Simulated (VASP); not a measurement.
Input of a VASP 6.6.1 run:

The input INCAR:

```
SYSTEM = H12SO8
PREC     = Accurate       ! precision mode
ENCUT    = 520            ! plane-wave cutoff, eV
EDIFF    = 1E-7           ! SCF threshold, eV
ISMEAR   = -1             ! smearing method
SIGMA    = 0.02           ! smearing width, eV
LREAL    = Auto         
LASPH    = .TRUE.         ! aspherical terms in the spheres
NELM     = 80             ! most SCF steps
ALGO     = Normal         ! electronic algorithm
ISIF     = 2              ! what is computed and relaxed
LWAVE    = .FALSE.        ! write WAVECAR
LCHARG   = .FALSE.        ! write CHGCAR
GGA      = PE             ! functional
IVDW     = 12             ! dispersion correction
NBANDS   = 49             ! bands
```

Contents of KPOINTS:

```
Automatic mesh
0
G
  1 1 1
  0 0 0
```

File POSCAR:

```
H12SO8
1.0
    6.5374560000      0.0000000000      0.0000000000
    0.0000000000      6.5374560000      0.0000000000
    0.0000000000      0.0000000000      6.5374560000
O H S
8 12 1
Direct
    0.9576813978      0.5035444980      0.3079179424
    0.6728305322      0.6671708383      1.0070584031
    0.5950020926     -0.0178509806      0.5038963169
    0.8631645093      0.1089873492      0.9427520430
    0.3221895490      0.6545665470      0.3873219185
    0.6948880421      0.3769968012      0.6282107291
    0.2014086213      0.4332878110      0.8847631250
    0.1868463818      0.1629991850      0.6166771906
    1.0928716002      0.5759426909      0.3118644317
    0.9918843048      0.3583962936      0.2782580869
    0.7691065148      0.6108339391      1.1047416610
    0.5484396377      0.6357824817      1.0742863891
    0.7169149590     -0.0387918481      0.4231003620
    0.6031551111      0.1266700686      0.5438048073
    0.7875234648      0.1883301394      0.8312560727
    0.8307206962     -0.0321990695      0.9048167972
    0.3245605018      0.5684933099      0.5045540651
    0.3815551493      0.7907051306      0.4296931406
    0.6437213497      0.4834143434      0.7251444599
    0.8002960173      0.4616321701      0.5448755602
    0.2184182960      0.2143494350      0.8276155128
```

Potentials or basis: VASP PAW PBE potentials, release 64 (O, H, S).

Command:

```console
$ cat potpaw_PBE.64/O/POTCAR potpaw_PBE.64/H/POTCAR potpaw_PBE.64/S/POTCAR > POTCAR
$ mpirun -np 1 vasp_gam > vasp.out
```

**Question.** Estimate the dispersion energy per atom.

**Answer.** -0.036 eV.

**Question.** Estimate the largest force.

**Answer.** 2.013 eV/Å.

Stress tensor (GPa, compression positive):
```
-0.49 -0.65  0.00
-0.65 -3.33 -0.34
 0.00 -0.34 -0.43
```

Caveat: the k points lie up to 0.96 Å⁻¹ apart.
